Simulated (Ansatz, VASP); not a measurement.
MgCd3Te2: VASP beside Ansatz

```xyz
6
Lattice="2.7495 1.5874 6.2468 -2.7495 1.5874 6.2468 0.0000 -3.1749 6.2468" Properties=species:S:1:pos:R:3 pbc="T T T"
Mg    0.0000    0.0000    0.0000
Cd    0.0000    0.0000   12.5412
Cd    0.0000    0.0000    6.1992
Cd    0.0000    0.0000    9.3702
Te    0.0000    0.0000   15.6629
Te    0.0000    0.0000    3.0774
```

Alike in both runs: functional PBE; k mesh 12 × 12 × 12; occupations gaussian, width 0.1 eV; no spin polarisation.

Ansatz relaxed the structure, and its values are those at the end. VASP's run is a single point on that final structure, the one shown.

|  | VASP | Ansatz |
| --- | --- | --- |
| version | VASP 6.6.1 | Ansatz 0.2.0 |
| potentials or method | VASP PAW PBE potentials, release 64 (Mg, Cd, Te), cutoff 520 eV | scalar-relativistic, plane waves, PAW |
| valence electrons in the cell | 50 | 102 |

Ansatz gave:

- gap on the k mesh at the Fermi level (eV): none
- pressure (GPa): 0.0
- rms of the force components (eV/Å): 0.002

**Question.** Estimate VASP's values.

**Answer.** gap on the k mesh at the Fermi level (eV): none; pressure (GPa): 0.0; rms of the force components (eV/Å): 0.004.

A gap of «none» marks a metal or a gap that the smearing closes. With one functional, cell and mesh, what is left measures potentials, basis and numerics. VASP's potentials hold 50 valence electrons a cell and Ansatz's 102, so a difference there can come from the potentials and not from the codes.

Neither program's run includes spin-orbit coupling.
